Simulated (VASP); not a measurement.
Here is a VASP 6.6.1 calculation.

INCAR

```
ALGO     = Normal         # electronic algorithm
EDIFF    = 1E-6           # SCF threshold, eV
EDIFFG   = -0.005         # ionic threshold
ENCUT    = 600            # plane-wave cutoff, eV
GGA      = PE             # functional
IBRION   = 2              # ionic algorithm
ISIF     = 3              # what is computed and relaxed
ISMEAR   = 0              # smearing method
IVDW     = 12             # dispersion correction
LASPH    = True           # aspherical terms in the spheres
LCHARG   = False          # write CHGCAR
LREAL    = False          # projectors in reciprocal space
LWAVE    = False          # write WAVECAR
NELM     = 60             # most SCF steps
NSW      = 100            # ionic steps
PREC     = Accurate       # precision mode
SIGMA    = 0.02           # smearing width, eV
```

File KPOINTS:

```
k-points
0
Gamma
  9 9 4
```

The input POSCAR:

```
Te2Mo
1.0
    3.4948885111      0.0000000000      0.0000000000
   -1.7474442556      3.0266622340      0.0000000000
    0.0000000000      0.0000000000      7.6722420884
Te Mo
2 1
Direct
    0.3333333333      0.6666666667      0.7628503412
    0.3333333333      0.6666666667      0.2371496588
    0.0000000000      0.0000000000      0.0000000000
```

Potentials or basis: VASP PAW PBE potentials, release 64 (Te, Mo_sv).

Command:

```sh
$ cat potpaw_PBE.64/Te/POTCAR potpaw_PBE.64/Mo_sv/POTCAR > POTCAR
$ mpirun -np 1 vasp_std > vasp.out
```

**Question.** Predict the relaxed volume.

**Answer.** 26.86 Å³/atom.

**Question.** What does it give for the band gap on the k mesh?

**Answer.** 0.97 eV, indirect (least direct gap 1.18 eV).

**Question.** Estimate the relaxed cell.

**Answer.** a = 3.494 Å, b = 3.494 Å, c = 7.622 Å, α = 90.00°, β = 90.00°, γ = 120.00°.

**Question.** What does it give for the dispersion energy per atom?

**Answer.** -0.500 eV.

The path:
| step | energy change (eV) | largest force (eV/Å) | pressure (GPa) | volume (Å³) |
| --- | --- | --- | --- | --- |
| 1 | 0.0000 | 0.0235 | -0.07 | 81.16 |
| 2 | -0.0001 | 0.0416 | 0.04 | 81.01 |
| 3 | -0.0001 | 0.0565 | 0.14 | 80.89 |
| 4 | -0.0001 | 0.0544 | 0.12 | 80.87 |
| 5 | -0.0002 | 0.0485 | 0.12 | 80.82 |
| 6 | -0.0004 | 0.0377 | 0.10 | 80.71 |
| 7 | -0.0005 | 0.0149 | 0.08 | 80.50 |
| 8 | -0.0006 | 0.0009 | 0.00 | 80.57 |

Caveat: spin-orbit coupling is left out, which moves the levels of the heavy elements. A k mesh can miss the band edges.
